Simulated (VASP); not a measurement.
# Cu3N (Pm-3m) in VASP: single point with PBE0

Aim: the single point of Cu3N with PBE0.

All numbers are computed with VASP 6.6.1; they aren't measurements. Logs are shortened: lines on timing, memory, paths and dates and some standing lists are left out, and cuts for length are marked.

## 1. The cell of the first run

Symmetry: Pm-3m, No. 221, cubic system. Conventional cell: a = 3.789 Å, b = 3.789 Å, c = 3.789 Å, α = 90.00°, β = 90.00°, γ = 90.00°. Cu (site symmetry 4/mmm) has 2 N at 1.89 Å within 2.5 Å. Within 2.5 Å of N (site symmetry m-3m) lie 6 Cu at 1.89 Å.

## 2. Single point, PBE0

Input file POSCAR:

```
Cu3N
1.0
    3.7893700857      0.0000000000      0.0000000000
    0.0000000000      3.7893700857      0.0000000000
    0.0000000000      0.0000000000      3.7893700857
Cu N
3 1
Direct
    0.5000000000      0.0000000000      0.0000000000
    0.0000000000      0.5000000000      0.0000000000
    0.0000000000      0.0000000000      0.5000000000
    0.0000000000      0.0000000000      0.0000000000
```

Input file INCAR.step1:

```
SYSTEM = Cu3N
PREC = Accurate
ENCUT = 520
EDIFF = 1E-5
ISMEAR = 0
SIGMA = 0.01
LREAL = .False.
LASPH = .True.
NELM = 120
ALGO = Normal
ISIF = 2
LWAVE = .True.
LCHARG = .False.
GGA = PE
NBANDS = 27
GGA_COMPAT = .False.
```

Input file INCAR.step2:

```
SYSTEM = Cu3N
PREC = Accurate
ENCUT = 520
EDIFF = 1E-6
ISMEAR = 0
SIGMA = 0.01
LREAL = .False.
LASPH = .True.
NELM = 120
ALGO = Normal
ISIF = 2
LWAVE = .False.
LCHARG = .False.
GGA = PE
LHFCALC = .True.
AEXX = 0.25
PRECFOCK = Normal
ISTART = 1
NBANDS = 27
GGA_COMPAT = .False.
```

Input file KPOINTS:

```
Automatic mesh
0
Gamma
  4 4 4
  0 0 0
```

Potentials or basis: VASP PAW PBE potentials, release 64 (Cu, N).

Command:

```sh
cat potpaw_PBE.64/Cu/POTCAR potpaw_PBE.64/N/POTCAR > POTCAR
cp INCAR.step1 INCAR
mpirun -np 1 vasp_std > vasp.out
cp INCAR.step2 INCAR
mpirun -np 1 vasp_std > vasp.out
```

OUTCAR:

```text
SYSTEM = Cu3N
   PREC = Accurate
   ENCUT = 520
   EDIFF = 1E-6
   ISMEAR = 0
   LREAL = .False.
   LASPH = .True.
   NELM = 120
   ISIF = 2
   GGA = PE
   LHFCALC = .True.
   AEXX = 0.25
   PRECFOCK = Normal
   ISTART = 1

 ion  position               nearest neighbor table
   1  0.500  0.000  0.000-   4 1.89   4 1.89   2 2.68   3 2.68   2 2.68   2 2.68   3 2.68   3 2.68
                             3 2.68   2 2.68
   2  0.000  0.500  0.000-   4 1.89   4 1.89   1 2.68   3 2.68   1 2.68   3 2.68   3 2.68   3 2.68
                             1 2.68   1 2.68
   3  0.000  0.000  0.500-   4 1.89   4 1.89   1 2.68   1 2.68   2 2.68   2 2.68   2 2.68   2 2.68
                             1 2.68   1 2.68
   4  0.000  0.000  0.000-   1 1.89   2 1.89   3 1.89   3 1.89   2 1.89   1 1.89

  LATTYP: Found a simple cubic cell.
 ALAT       =     3.7893700857

  Lattice vectors:

 A1 = (   3.7893700857,   0.0000000000,   0.0000000000)
 A2 = (   0.0000000000,   3.7893700857,   0.0000000000)
 A3 = (   0.0000000000,   0.0000000000,   3.7893700857)

Analysis of symmetry for initial positions (statically):
=====================================================================
 Subroutine PRICEL returns:
 Original cell was already a primitive cell.

 Routine SETGRP: Setting up the symmetry group for a
 simple cubic supercell.

 Subroutine GETGRP returns: Found 48 space group operations
 (whereof 48 operations were pure point group operations)
 out of a pool of 48 trial point group operations.

The static configuration has the point symmetry O_h .

Analysis of symmetry for dynamics (positions and initial velocities):
=====================================================================
 Subroutine PRICEL returns:
 Original cell was already a primitive cell.

 Routine SETGRP: Setting up the symmetry group for a
 simple cubic supercell.

 Subroutine GETGRP returns: Found 48 space group operations
 (whereof 48 operations were pure point group operations)
 out of a pool of 48 trial point group operations.

The dynamic configuration has the point symmetry O_h .

 Subroutine INISYM returns: Found 48 space group operations
 (whereof 48 operations are pure point group operations),
 and found     1 'primitive' translations

----------------------------------------------------------------------------------------

                                     Primitive cell

  volume of cell :      54.4128

  direct lattice vectors                    reciprocal lattice vectors
     3.789370086  0.000000000  0.000000000     0.263896103  0.000000000  0.000000000
     0.000000000  3.789370086  0.000000000     0.000000000  0.263896103  0.000000000
     0.000000000  0.000000000  3.789370086     0.000000000  0.000000000  0.263896103

  length of vectors
     3.789370086  3.789370086  3.789370086     0.263896103  0.263896103  0.263896103

  position of ions in fractional coordinates (direct lattice)
     0.500000000  0.000000000  0.000000000
     0.000000000  0.500000000  0.000000000
     0.000000000  0.000000000  0.500000000
     0.000000000  0.000000000  0.000000000

  ion indices of the primitive-cell ions
   primitive index   ion index
                 1           1
                 2           2
                 3           3
                 4           4

----------------------------------------------------------------------------------------

 KPOINTS: Automatic mesh

Automatic generation of k-mesh.
 Grid dimensions read from file:
 generate k-points for:    4    4    4

 Generating k-lattice:

  Cartesian coordinates                     Fractional coordinates (reciprocal lattice)
     0.065974026  0.000000000  0.000000000     0.250000000  0.000000000  0.000000000
     0.000000000  0.065974026  0.000000000     0.000000000  0.250000000  0.000000000
     0.000000000  0.000000000  0.065974026     0.000000000  0.000000000  0.250000000

  Length of vectors
     0.065974026  0.065974026  0.065974026

  Shift w.r.t. Gamma in fractional coordinates (k-lattice)
     0.000000000  0.000000000  0.000000000

 Subroutine IBZKPT returns following result:
 ===========================================

 Found     10 irreducible k-points:

 Following reciprocal coordinates:
            Coordinates               Weight
  0.000000  0.000000  0.000000      1.000000
  0.250000  0.000000  0.000000      6.000000
  0.500000  0.000000  0.000000      3.000000
  0.250000  0.250000  0.000000     12.000000
  0.500000  0.250000  0.000000     12.000000
  0.500000  0.500000  0.000000      3.000000
  0.250000  0.250000  0.250000      8.000000
  0.500000  0.250000  0.250000     12.000000
  0.500000  0.500000  0.250000      6.000000
  0.500000  0.500000  0.500000      1.000000
   k-points           NKPTS =     10   k-points in BZ     NKDIM =     64   number of bands    NBANDS=     27
   number of dos      NEDOS =    301   number of ions     NIONS =      4
   total plane-waves  NPLWV =  21952
   dimension x,y,z NGX =    28 NGY =   28 NGZ =   28
   dimension x,y,z NGXF=    56 NGYF=   56 NGZF=   56
   ions per type =               3   1
   NGX,Y,Z   is equivalent  to a cutoff of  12.28, 12.28, 12.28 a.u.
   NGXF,Y,Z  is equivalent  to a cutoff of  24.57, 24.57, 24.57 a.u.
 SYSTEM =  Cu3N
   PREC   = accura    normal or accurate (medium, high low for compatibility)
   ISTART =      1    job   : 0-new  1-cont  2-samecut
   ICHARG =      0    charge: 1-file 2-atom 10-const
   ISPIN  =      1    spin polarized calculation?
   LNONCOLLINEAR =      F non collinear calculations
   LSORBIT =      F    spin-orbit coupling
   LASPH  =      T    aspherical Exc in radial PAW
   ENCUT  =  520.0 eV  38.22 Ry    6.18 a.u.   7.05  7.05  7.05*2*pi/ulx,y,z
   NELM   =    120;   NELMIN=  2; NELMDL=  0     # of ELM steps
   EDIFF  = 0.1E-05   stopping-criterion for ELM
   LREAL  =      F    real-space projection
   EDIFFG = 0.1E-04   stopping-criterion for IOM
   NSW    =      0    number of steps for IOM
   IBRION =     -1    ionic relax: 0-MD 1-quasi-New 2-CG
   NFREE  =      0    steps in history (QN), initial steepest desc. (CG)
   ISIF   =      2    stress and relaxation
   ISYM   =      3    0-nonsym 1-usesym 2-fastsym
   POTIM  = 0.5000    time-step for ionic-motion
   TEBEG  =    0.0;   TEEND  =   0.0 temperature during run
   PSTRESS=    0.0 pullay stress
   NELECT =      38.0000    total number of electrons
   NUPDOWN=      -1.0000    fix difference up-down
   EMIN   =  10.00;   EMAX   =-10.00  energy-range for DOS
   EFERMI =   0.00;   METHOD = LEGACY
   ISMEAR =     0;   SIGMA  =   0.01  broadening in eV -4-tet -1-fermi 0-gaus
   EFERMI_NEDOS =   21; number of points for ismear=-14 and -15
   IALGO  =     38    algorithm
   IMIX   =      1    mixing-type and parameters
     AMIX     =   0.40;   BMIX     =  1.00
     AMIX_MAG =   1.60;   BMIX_MAG =  1.00
  volume/ion in A,a.u.               =      13.60        91.80
  Fermi-wavevector in a.u.,A,eV,Ry     =   1.452454  2.744740 28.703152  2.109622
  Thomas-Fermi vector in A             =   2.569834
   LORBIT       =      0    0 simple, 1 ext, 2 COOP (PROOUT), +10 PAW based schemes
   GGA     = PE    functional components
   LHFCALC =     T    Hartree Fock is set to
   PRECFOCK=normal    Normal, Fast or Accurate (Low or Medium for compatibility)
   ENCUT4O =  -1.0   cutoff for four orbital integrals eV
   NKREDX  =     1    reduce k-point grid by
   NKREDY  =     1    reduce k-point grid by
   NKREDZ  =     1    reduce k-point grid by
   AEXX    =    0.2500 exact exchange contribution
   HFSCREEN=    0.0000 screening length (either q_TF or 0.3 A-1)
   HFSCREENC=   0.0000 screening length for correlation (either q_TF or 0.3 A-1)
   ENCUTFOCK=  -1.0 apply spherical cutoff to Coloumb kernel
   IVDW    =     0    specifies the selected vdW correction
   LEPSILON=     F    determine dielectric tensor
   LRPA    =     F    only Hartree local field effects (RPA)
 non-spin polarized calculation
 Gauss-broadening in eV      SIGMA  =   0.01
  energy-cutoff  :      520.00
  volume of cell :       54.41
 maximum number of plane-waves:      1492
  NGX = 24; NGY = 24; NGZ = 24

 number of electron      37.9999948 magnetization

 Free energy of the ion-electron system (eV)
  ---------------------------------------------------
  ext. energy  EPLUGINS =         0.00000000
  ---------------------------------------------------
  free energy    TOTEN  =       -21.71547022 eV

  energy without entropy =      -21.71547022  energy(sigma->0) =      -21.71547022

 E-fermi :   4.0705     XC(G=0):  -8.5113

 val. band max:        3.9360557595   @ k =   0.5000   0.5000   0.5000
 cond. band min:       5.5368824732   @ k =   0.5000   0.5000   0.0000
 fundamental gap:      1.6008267138
 Fermi energy:         4.0704566451

 k-point     1 :       0.0000    0.0000    0.0000
  band No.  band energies     occupation
      1     -14.3896      2.00000
      2      -1.8747      2.00000
      3      -1.0153      2.00000
      4      -1.0153      2.00000
      5      -1.0153      2.00000
      6      -0.9850      2.00000
[... 19 lines left out ...]
     26      18.9619      0.00000
     27      18.9620      0.00000

 k-point     2 :       0.2500    0.0000    0.0000
  band No.  band energies     occupation
      1     -14.1672      2.00000
      2      -2.8329      2.00000
      3      -1.7977      2.00000
      4      -1.7977      2.00000
      5      -1.2791      2.00000
      6      -0.9569      2.00000
[... 19 lines left out ...]
     26      16.3395      0.00000
     27      17.0061      0.00000

 k-point     3 :       0.5000    0.0000    0.0000
  band No.  band energies     occupation
      1     -13.9217      2.00000
      2      -3.9896      2.00000
      3      -2.1322      2.00000
      4      -2.1322      2.00000
      5      -0.8932      2.00000
      6      -0.7044      2.00000
[... 174 lines left out ...]
      1     -13.2016      2.00000
      2      -4.3884      2.00000
      3      -4.3884      2.00000
      4      -3.6513      2.00000
      5      -0.5212      2.00000
      6      -0.0918      2.00000
[... 19 lines left out ...]
     26      14.8271      0.00000
     27      19.5027      0.00000

 k-point    10 :       0.5000    0.5000    0.5000
  band No.  band energies     occupation
      1     -12.9347      2.00000
      2      -4.5196      2.00000
      3      -4.5196      2.00000
      4      -4.5196      2.00000
      5      -0.7271      2.00000
      6      -0.0678      2.00000
[... 19 lines left out ...]
     26      15.0294      0.00000
     27      17.4665      0.00000

------------------------ aborting loop because EDIFF is reached ----------------------------------------

  FORCE on cell =-STRESS in cart. coord.  units (eV):
  Direction    XX          YY          ZZ          XY          YZ          ZX
  --------------------------------------------------------------------------------------
  -------------------------------------------------------------------------------------
  Total        1.2156759      1.2156759      1.2156759      0.0000000     -0.0000000      0.0000000
  in kB       35.7954074     35.7954074     35.7954074      0.0000000     -0.0000000      0.0000000
  external PRESSURE =      35.7954074 kB  Pullay stress =       0.0000000 kB

 VOLUME and BASIS-vectors are now :
 -----------------------------------------------------------------------------
  energy-cutoff  :      520.00
  volume of cell :       54.41
      direct lattice vectors                 reciprocal lattice vectors
     3.789370086  0.000000000  0.000000000     0.263896103  0.000000000  0.000000000
     0.000000000  3.789370086  0.000000000     0.000000000  0.263896103  0.000000000
     0.000000000  0.000000000  3.789370086     0.000000000  0.000000000  0.263896103

 POSITION                                       TOTAL-FORCE (eV/Angst)
 -----------------------------------------------------------------------------------
      1.89469      0.00000      0.00000         0.000000      0.000000      0.000000
      0.00000      1.89469      0.00000         0.000000      0.000000      0.000000
      0.00000      0.00000      1.89469         0.000000      0.000000      0.000000
      0.00000      0.00000      0.00000         0.000000      0.000000      0.000000
 -----------------------------------------------------------------------------------
    total drift:                               -0.000002     -0.000001     -0.000003

  FREE ENERGIE OF THE ION-ELECTRON SYSTEM (eV)
  ---------------------------------------------------
  free  energy   TOTEN  =       -21.7154702181 eV

  energy  without entropy=      -21.7154702181  energy(sigma->0) =      -21.71547022
```

Wall time 32 min (1 thread of Intel Xeon Platinum 8259CL at 2.50GHz (Skylake/Cascade Lake), shared host); peak memory 0.18 GiB.

What came out:

| Property | Result |
| --- | --- |
| Free energy | -21.7155 eV |
| Pressure | 3.6 GPa |
| Band gap on the k mesh | 1.60 eV (least direct gap 2.35 eV) |

Levels at points of the mesh, in eV from the valence-band top:
```tsv
k point	band 15	band 16	band 17	band 18	band 19	band 20	band 21	band 22	band 23	band 24
(0.00, 0.00, 0.00)	-2.85	-2.76	-2.76	-2.76	-2.66	3.14	7.74	7.74	8.93	8.93
(0.50, 0.00, 0.00)	-3.10	-2.83	-2.76	-1.90	-1.90	3.88	5.42	9.43	9.43	9.58
(0.50, 0.50, 0.00)	-3.09	-2.72	-1.44	-1.44	-0.98	1.60	6.17	7.23	7.23	10.58
(0.50, 0.50, 0.50)	-2.75	-2.75	0.00	0.00	0.00	2.48	2.48	2.48	7.85	11.09
```

Caveat: the cell stands under pressure; the PAW data sets were made with another functional, which shifts forces and pressure a little.
